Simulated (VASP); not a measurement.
# Ca in VASP: notebook

Ca is run at these levels: PBE; tasks: single point, relaxation of cell and atoms.

All numbers are computed with VASP 6.6.1; they aren't measurements. Logs are shortened: lines on timing, memory, paths and dates and some standing lists are left out, and cuts for length are marked.

### 1 The cell of the first run

The typed cell holds 2 atoms: a = 5.664 Å, b = 5.664 Å, c = 5.664 Å, α = 33.61°, β = 33.61°, γ = 33.61°.

### 2 Single point, PBE

File INCAR:

```
PREC = Accurate
ENCUT = 520
EDIFF = 1E-7
ISMEAR = -1
SIGMA = 0.05
LREAL = F
LASPH = T
NELM = 80
ALGO = Normal
ISIF = 2
LWAVE = F
LCHARG = F
GGA = PE
NBANDS = 17
```

File KPOINTS:

```
regular mesh
0
Gamma
  11 11 11
```

File POSCAR:

```
Ca
1.0
    1.6376123031     -0.9454759040      5.3389502950
    0.0000000000      1.8909518080      5.3389502950
   -1.6376123031     -0.9454759040      5.3389502950
Ca
2
Direct
    0.2500000709      0.2500000709      0.2500000709
   -0.2500000709     -0.2500000709     -0.2500000709
```

Potentials or basis: VASP PAW PBE potentials, release 64 (Ca_sv).

On the command line:

```console
> cat potpaw_PBE.64/Ca_sv/POTCAR > POTCAR
> mpirun -np 1 vasp_std > vasp.out
```

OUTCAR:

```text
PREC = Accurate
   ENCUT = 520
   EDIFF = 1E-7
   ISMEAR = -1
   LREAL = F
   LASPH = T
   NELM = 80
   ISIF = 2
   GGA = PE

 ion  position               nearest neighbor table
   1  0.250  0.250  0.250-
   2  0.750  0.750  0.750-

  LATTYP: Found a trigonal (rhomboedric) cell.
 ALAT       =     5.6639287595
 COS(alpha) =     0.8328075676

  Lattice vectors:

 A1 = (   1.6376123031,  -0.9454759040,   5.3389502950)
 A2 = (   0.0000000000,   1.8909518080,   5.3389502950)
 A3 = (  -1.6376123031,  -0.9454759040,   5.3389502950)

Analysis of symmetry for initial positions (statically):
=====================================================================
 Subroutine PRICEL returns following result:

  LATTYP: Found a trigonal (rhomboedric) cell.
 ALAT       =     3.2713618615
 COS(alpha) =     0.4988179593

  Lattice vectors:

 A1 = (   1.6376123031,   0.9454759040,   2.6694774187)
 A2 = (  -1.6376123031,   0.9454759040,   2.6694728763)
 A3 = (   0.0000000000,  -1.8909518080,   2.6694774187)

   2 primitive cells build up your supercell.

 Routine SETGRP: Setting up the symmetry group for a
 trigonal (rhombohedral) supercell.

 Subroutine GETGRP returns: Found 12 space group operations
 (whereof 12 operations were pure point group operations)
 out of a pool of 12 trial point group operations.

The static configuration has the point symmetry D_3d.

Analysis of symmetry for dynamics (positions and initial velocities):
=====================================================================
 Subroutine PRICEL returns following result:

  LATTYP: Found a trigonal (rhomboedric) cell.
 ALAT       =     3.2713618615
 COS(alpha) =     0.4988179593

  Lattice vectors:

 A1 = (   1.6376123031,   0.9454759040,   2.6694774187)
 A2 = (  -1.6376123031,   0.9454759040,   2.6694728763)
 A3 = (   0.0000000000,  -1.8909518080,   2.6694774187)

   2 primitive cells build up your supercell.

 Routine SETGRP: Setting up the symmetry group for a
 trigonal (rhombohedral) supercell.

 Subroutine GETGRP returns: Found 12 space group operations
 (whereof 12 operations were pure point group operations)
 out of a pool of 12 trial point group operations.

The dynamic configuration has the point symmetry D_3d.

 Subroutine INISYM returns: Found 12 space group operations
 (whereof 12 operations are pure point group operations),
 and found     2 'primitive' translations

----------------------------------------------------------------------------------------

                                     Primitive cell

  volume of cell :      24.7993

  direct lattice vectors                    reciprocal lattice vectors
     1.637612303  0.945475904  2.669477419     0.305322399  0.176278169  0.124868456
    -1.637612303  0.945475904  2.669472876    -0.305322745  0.176278169  0.124868456
     0.000000000 -1.890951808  2.669477419    -0.000000173 -0.352556038  0.124868456

  length of vectors
     3.271361862  3.271358155  3.271361862     0.374015897  0.374016180  0.374015897

  position of ions in fractional coordinates (direct lattice)
     0.500000000  0.500000000  0.500000000

  ion indices of the primitive-cell ions
   primitive index   ion index
                 1           1

----------------------------------------------------------------------------------------

 KPOINTS: regular mesh

Automatic generation of k-mesh.
 Grid dimensions read from file:
 generate k-points for:   11   11   11

 Generating k-lattice:

  Cartesian coordinates                     Fractional coordinates (reciprocal lattice)
     0.027756597 -0.016025279  0.005675840     0.090909091 -0.000000000 -0.000000000
     0.000000000  0.032050558  0.005675840    -0.000000000  0.090909091 -0.000000000
    -0.027756597 -0.016025279  0.005675840    -0.000000000 -0.000000000  0.090909091

  Length of vectors
     0.032549246  0.032549246  0.032549246

  Shift w.r.t. Gamma in fractional coordinates (k-lattice)
     0.000000000  0.000000000  0.000000000

 Subroutine IBZKPT returns following result:
 ===========================================

 Found    146 irreducible k-points:

 Following reciprocal coordinates:
            Coordinates               Weight
  0.000000  0.000000  0.000000      1.000000
  0.090909 -0.000000  0.000000      6.000000
  0.181818 -0.000000  0.000000      6.000000
  0.272727 -0.000000  0.000000      6.000000
  0.363636 -0.000000  0.000000      6.000000
  0.454545 -0.000000  0.000000      6.000000
[... 16 lines left out ...]
 -0.272727  0.181818 -0.000000     12.000000
 -0.181818  0.181818  0.000000      6.000000
 [... further k-points ...]
   k-points           NKPTS =    146   k-points in BZ     NKDIM =    146   number of bands    NBANDS=     17
   number of dos      NEDOS =    301   number of ions     NIONS =      2
   total plane-waves  NPLWV =  74088
   dimension x,y,z NGX =    42 NGY =   42 NGZ =   42
   dimension x,y,z NGXF=    84 NGYF=   84 NGZF=   84
   ions per type =               2
   NGX,Y,Z   is equivalent  to a cutoff of  12.33, 12.33, 12.33 a.u.
   NGXF,Y,Z  is equivalent  to a cutoff of  24.66, 24.66, 24.66 a.u.
 SYSTEM =  unknown system
   PREC   = accura    normal or accurate (medium, high low for compatibility)
   ISTART =      0    job   : 0-new  1-cont  2-samecut
   ICHARG =      2    charge: 1-file 2-atom 10-const
   ISPIN  =      1    spin polarized calculation?
   LNONCOLLINEAR =      F non collinear calculations
   LSORBIT =      F    spin-orbit coupling
   LASPH  =      T    aspherical Exc in radial PAW
   ENCUT  =  520.0 eV  38.22 Ry    6.18 a.u.  10.53 10.53 10.53*2*pi/ulx,y,z
   NELM   =     80;   NELMIN=  2; NELMDL= -5     # of ELM steps
   EDIFF  = 0.1E-06   stopping-criterion for ELM
   LREAL  =      F    real-space projection
   EDIFFG = 0.1E-05   stopping-criterion for IOM
   NSW    =      0    number of steps for IOM
   IBRION =     -1    ionic relax: 0-MD 1-quasi-New 2-CG
   NFREE  =      0    steps in history (QN), initial steepest desc. (CG)
   ISIF   =      2    stress and relaxation
   ISYM   =      2    0-nonsym 1-usesym 2-fastsym
   POTIM  = 0.5000    time-step for ionic-motion
   TEBEG  =    0.0;   TEEND  =   0.0 temperature during run
   PSTRESS=    0.0 pullay stress
   NELECT =      20.0000    total number of electrons
   NUPDOWN=      -1.0000    fix difference up-down
   EMIN   =  10.00;   EMAX   =-10.00  energy-range for DOS
   EFERMI =   0.00;   METHOD = LEGACY
   ISMEAR =    -1;   SIGMA  =   0.05  broadening in eV -4-tet -1-fermi 0-gaus
   EFERMI_NEDOS =   21; number of points for ismear=-14 and -15
   IALGO  =     38    algorithm
   IMIX   =      4    mixing-type and parameters
     AMIX     =   0.40;   BMIX     =  1.00
     AMIX_MAG =   1.60;   BMIX_MAG =  1.00
  volume/ion in A,a.u.               =      24.80       167.35
  Fermi-wavevector in a.u.,A,eV,Ry     =   1.209470  2.285568 19.902858  1.462819
  Thomas-Fermi vector in A             =   2.345047
   LORBIT       =      0    0 simple, 1 ext, 2 COOP (PROOUT), +10 PAW based schemes
   GGA     = PE    functional components
[... 5 lines left out ...]
 non-spin polarized calculation
  energy-cutoff  :      520.00
  volume of cell :       49.60
 maximum number of plane-waves:      1352
 NGX is ok and might be reduce to    42
   NGX = 21   NGY = 21   NGZ = 21

 number of electron      20.0000000 magnetization

 Free energy of the ion-electron system (eV)
  ---------------------------------------------------
  ext. energy  EPLUGINS =         0.00000000
  ---------------------------------------------------
  free energy    TOTEN  =        -2.28664481 eV

  energy without entropy =       -2.27737694  energy(sigma->0) =       -2.28201087

 E-fermi :   4.5885     XC(G=0):  -9.5864

 val. band max:        4.5853867082   @ k =   0.4545   0.4545   0.0000
 cond. band min:       4.5985256913   @ k =  -0.4545  -0.4545   0.0909
 fundamental gap:      0.0131389830
 Fermi energy:         4.5885471424

 k-point     1 :       0.0000    0.0000    0.0000
  band No.  band energies     occupation
      1     -36.4342      2.00000
      2     -36.2960      2.00000
      3     -17.8982      2.00000
      4     -17.1743      2.00000
      5     -17.1743      2.00000
      6     -17.0741      2.00000
[... 9 lines left out ...]
     16       7.5282      0.00000
     17       9.4484      0.00000

 k-point     2 :       0.0909   -0.0000    0.0000
  band No.  band energies     occupation
      1     -36.4243      2.00000
      2     -36.2918      2.00000
      3     -17.8740      2.00000
      4     -17.2223      2.00000
      5     -17.1836      2.00000
      6     -17.1300      2.00000
[... 9 lines left out ...]
     16       7.6221      0.00000
     17       9.2415      0.00000

 k-point     3 :       0.1818   -0.0000    0.0000
  band No.  band energies     occupation
      1     -36.3972      2.00000
      2     -36.2809      2.00000
      3     -17.8052      2.00000
      4     -17.3492      2.00000
      5     -17.2769      2.00000
      6     -17.2078      2.00000
[... 9 lines left out ...]
     16       7.8864      0.00000
     17       8.7762      0.00000

 k-point     4 :       0.2727   -0.0000    0.0000
  band No.  band energies     occupation
      1     -36.3593      2.00000
      2     -36.2687      2.00000
      3     -17.7020      2.00000
      4     -17.5116      2.00000
      5     -17.4634      2.00000
      6     -17.2376      2.00000
[... 9 lines left out ...]
     16       8.4692      0.00000
     17       8.8350      0.00000

 k-point     5 :       0.3636   -0.0000    0.0000
  band No.  band energies     occupation
      1     -36.3196      2.00000
      2     -36.2621      2.00000
      3     -17.6570      2.00000
      4     -17.6304      2.00000
      5     -17.5788      2.00000
      6     -17.2612      2.00000
[... 9 lines left out ...]
     16       8.7851      0.00000
     17       9.5471      0.00000

 k-point     6 :       0.4545   -0.0000    0.0000
  band No.  band energies     occupation
      1     -36.2868      2.00000
      2     -36.2672      2.00000
      3     -17.7385      2.00000
      4     -17.7302      2.00000
      5     -17.4524      2.00000
      6     -17.3357      2.00000
[... 9 lines left out ...]
     16       8.6714      0.00000
     17      10.5523      0.00000

 k-point     7 :       0.0909    0.0909   -0.0000
  band No.  band energies     occupation
      1     -36.4235      2.00000
      2     -36.2926      2.00000
      3     -17.8696      2.00000
      4     -17.2152      2.00000
      5     -17.1888      2.00000
      6     -17.1435      2.00000
[... 9 lines left out ...]
     16       7.6217      0.00000
     17       9.3547      0.00000

 k-point     8 :       0.1818    0.0909    0.0000
  band No.  band energies     occupation
      1     -36.4043      2.00000
      2     -36.2858      2.00000
      3     -17.8209      2.00000
      4     -17.2989      2.00000
      5     -17.2450      2.00000
      6     -17.2066      2.00000
[... 9 lines left out ...]
     16       7.8070      0.00000
     17       8.9356      0.00000
[... 203 lines left out ...]
      1     -36.3372      2.00000
      2     -36.2665      2.00000
      3     -17.6913      2.00000
      4     -17.5672      2.00000
      5     -17.4829      2.00000
      6     -17.2920      2.00000
[... 9 lines left out ...]
     16       8.6867      0.00000
     17       8.9576      0.00000

 k-point    20 :       0.4545    0.1818    0.0000
  band No.  band energies     occupation
      1     -36.3029      2.00000
      2     -36.2617      2.00000
      3     -17.6802      2.00000
      4     -17.6560      2.00000
      5     -17.5160      2.00000
      6     -17.3460      2.00000
[... 9 lines left out ...]
     16       8.5712      0.00000
     17       9.3289      0.00000

 k-point    21 :      -0.4545    0.1818   -0.0000
  band No.  band energies     occupation
      1     -36.2748      2.00000
      2     -36.2665      2.00000
      3     -17.7101      2.00000
      4     -17.6931      2.00000
      5     -17.4838      2.00000
      6     -17.4404      2.00000
[... 9 lines left out ...]
     16       8.7983      0.00000
     17       9.9869      0.00000

 k-point    22 :      -0.3636    0.1818    0.0000
  band No.  band energies     occupation
      1     -36.2833      2.00000
      2     -36.2579      2.00000
      3     -17.7059      2.00000
      4     -17.6759      2.00000
      5     -17.5156      2.00000
      6     -17.4271      2.00000
[... 9 lines left out ...]
     16       8.7042      0.00000
     17       9.7900      0.00000

 k-point    23 :      -0.2727    0.1818   -0.0000
  band No.  band energies     occupation
      1     -36.3107      2.00000
      2     -36.2538      2.00000
      3     -17.6444      2.00000
      4     -17.6243      2.00000
      5     -17.5810      2.00000
      6     -17.3503      2.00000
[... 9 lines left out ...]
     16       8.5295      0.00000
     17       9.0806      0.00000

 k-point    24 :      -0.1818    0.1818    0.0000
  band No.  band energies     occupation
      1     -36.3438      2.00000
      2     -36.2597      2.00000
      3     -17.6788      2.00000
      4     -17.5326      2.00000
      5     -17.5256      2.00000
      6     -17.3098      2.00000
[... 9 lines left out ...]
     16       8.5025      0.00000
     17       8.5148      0.00000

 [... further k-points ...]

------------------------ aborting loop because EDIFF is reached ----------------------------------------

  FORCE on cell =-STRESS in cart. coord.  units (eV):
  Direction    XX          YY          ZZ          XY          YZ          ZX
  --------------------------------------------------------------------------------------
  -------------------------------------------------------------------------------------
  Total        6.5142011      6.5142011      6.5145270     -0.0000000      0.0000000      0.0000000
  in kB      210.4277732    210.4277732    210.4382992     -0.0000000      0.0000000      0.0000000
  external PRESSURE =     210.4312819 kB  Pullay stress =       0.0000000 kB

 VOLUME and BASIS-vectors are now :
 -----------------------------------------------------------------------------
  energy-cutoff  :      520.00
  volume of cell :       49.60
      direct lattice vectors                 reciprocal lattice vectors
     1.637612303 -0.945475904  5.338950295     0.305322572 -0.176278069  0.062434245
     0.000000000  1.890951808  5.338950295     0.000000000  0.352556138  0.062434245
    -1.637612303 -0.945475904  5.338950295    -0.305322572 -0.176278069  0.062434245

 POSITION                                       TOTAL-FORCE (eV/Angst)
 -----------------------------------------------------------------------------------
      0.00000      0.00000      4.00421         0.000000      0.000000     -0.000000
      0.00000      0.00000     12.01264         0.000000      0.000000      0.000000
 -----------------------------------------------------------------------------------
    total drift:                                0.000000      0.000000     -0.000000

  FREE ENERGIE OF THE ION-ELECTRON SYSTEM (eV)
  ---------------------------------------------------
  free  energy   TOTEN  =        -2.2866448108 eV

  energy  without entropy=       -2.2773769381  energy(sigma->0) =       -2.28201087
```

Run time: 1.9 min. Hardware: 1 thread of Intel Xeon 6975P-C (Granite Rapids), shared host; peak memory 0.3 GiB.

What came out:

```
Free energy : -2.2866 eV
Pressure    : 21.0 GPa
```

(Continued in part 2 of 2.)
